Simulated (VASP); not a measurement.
Wanted: the native input for a VASP 6.6.1 run.

- Task: single point
- Functional: r2SCAN
- Potentials or basis: VASP PAW PBE potentials, release 64 (B)
- Cutoff: 520 eV
- k mesh: 23 × 23 × 3
- Occupations: fermi-dirac, width 0.1 eV
- Spin: no spin polarisation
- Dipole correction: no
- Further INCAR settings: ALGO = Normal; EDIFF = 1e-07; NBANDS = 14

Crystal: B.

```xyz
4
Lattice="1.6848 0.0000 0.0000 -0.8424 1.4591 0.0000 0.0000 0.0000 15.3236" Properties=species:S:1:pos:R:3 pbc="T T T"
B     0.0000    0.0000    0.0000
B     0.0000    0.0000    7.6618
B     0.0000    0.9727    3.8309
B     0.8424    0.4864   11.4927
```

This cell differs from its parent crystal: volume scaled by 0.96.

These files were run (other wordings do the same):

POSCAR

```
B
1.0
    1.6848277759      0.0000000000      0.0000000000
   -0.8424138879      1.4591036549      0.0000000000
    0.0000000000      0.0000000000     15.3236235062
B
4
Direct
    0.0000000000      0.0000000000      0.0000000000
    0.0000000000      0.0000000000      0.5000000000
    0.3333333333      0.6666666667      0.2500000000
    0.6666666667      0.3333333333      0.7500000000
```

INCAR.step1

```
PREC = Accurate
ENCUT = 520
ISMEAR = -1
SIGMA = 0.1
LREAL = F
LASPH = T
NELM = 60
NBANDS = 14
GGA = PE
ALGO = Normal
EDIFF = 1E-4
LWAVE = T
LCHARG = F
```

INCAR.step2

```
PREC = Accurate
ENCUT = 520
EDIFF = 1E-7
ISMEAR = -1
SIGMA = 0.1
LREAL = F
LASPH = T
NELM = 60
ALGO = Normal
ISIF = 2
LWAVE = F
LCHARG = F
METAGGA = R2SCAN
LMIXTAU = T
NBANDS = 14
ISTART = 1
```

KPOINTS

```
regular mesh
0
Gamma
  23 23 3
```

Potentials or basis: VASP PAW PBE potentials, release 64 (B).

Launch:

```sh
$ cat potpaw_PBE.64/B/POTCAR > POTCAR
$ cp INCAR.step1 INCAR
$ mpirun -np 1 vasp_std > vasp.out
$ cp INCAR.step2 INCAR
$ mpirun -np 1 vasp_std > vasp.out
```

Results of the run:

| Item | Value |
| --- | --- |
| Pressure | 6.4 GPa |
| Band gap on the k mesh | zero (band 6 reaches 8.70 eV, above the bottom of band 7 at -3.45 eV) |

Caveat: the PAW data sets were made with another functional, which shifts forces and pressure a little.

Run time: 91 s on 1 thread of Intel(R) Xeon(R) 6975P-C (Granite Rapids), with other jobs on the host, peak memory 0.18 GiB.
